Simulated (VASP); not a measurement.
Sn5Ge:

```
Sn Ge
1.0
     3.35097    0.00000    0.00000
    -1.67548    2.90202    0.00000
     0.00000    0.00000   16.41633
Sn Ge
5 1
Direct
  0.66667 0.33333 0.66667
  0.33333 0.66667 0.33333
  0.66667 0.33333 0.16667
  0.00000 0.00000 0.00000
  0.33333 0.66667 0.83333
  0.00000 0.00000 0.50000
```

```yaml
Program: VASP 6.6.1
Task: relaxation of cell and atoms
Functional: PBE
Potentials_or_basis: VASP PAW PBE potentials, release 64 (Sn_d, Ge_d)
Cutoff: 600 eV
k_mesh: 6 × 6 × 1
Occupations: gaussian, width 0.1 eV
Spin: no spin polarisation
```

At the start: pressure 1.0 GPa; volume 26.61 Å³/atom.

**Question.** How do energy, volume and symmetry change on relaxing?

**Answer.** Over 24 steps the energy falls by 60.8 meV/atom and the volume is 26.78 Å³/atom (+0.7 %); space group P-3m1 (No. 164, to 0.1 Å) before and after.

The path:
```csv
step,energy change (eV),largest force (eV/Å),pressure (GPa),volume (Å³)
1,0.0000,0.5493,1.03,159.64
2,-0.0403,0.4857,-0.32,163.62
3,-0.0480,0.4497,-1.14,166.36
4,-0.0793,0.4215,-1.13,166.12
5,-0.1493,0.2926,-1.00,165.36
6,-0.2022,0.0501,-0.08,163.62
7,-0.2003,0.1602,0.49,162.77
8,-0.2064,0.0414,0.06,163.36
9,-0.2069,0.0702,0.26,163.07
10,-0.2075,0.0549,0.17,163.20
11,-0.2091,0.0523,-0.12,164.24
12,-0.2092,0.0519,-0.08,164.10
13,-0.2100,0.0496,0.01,163.71
14,-0.2108,0.0514,0.22,162.89
15,-0.2110,0.0537,0.31,162.53
16,-0.2112,0.0531,0.31,162.53
17,-0.2121,0.0536,0.29,162.54
18,-0.2147,0.0649,0.23,162.54
19,-0.2289,0.1388,-0.01,162.55
20,-0.2906,0.1837,-0.37,162.54
21,-0.3617,0.0255,-0.53,162.40
22,-0.3617,0.0356,-0.52,162.39
23,-0.3611,0.0153,0.63,158.85
24,-0.3647,0.0265,0.00,160.70
```

Final structure:
```
Sn Ge
1.0
     3.58969    0.00000    0.00000
    -1.79485    3.10876    0.00000
     0.00000    0.00000   14.40025
Sn Ge
5 1
Cartesian
  1.7948 1.0363 9.3588
  0.0000 2.0725 5.0414
  1.7948 1.0363 2.5037
  0.0000 0.0000 0.0000
  0.0000 2.0725 11.8966
  0.0000 0.0000 7.2001
```

Caveat: the k points lie up to 0.44 Å⁻¹ apart in the final cell, too coarse for converged energies and pressures of a metal.
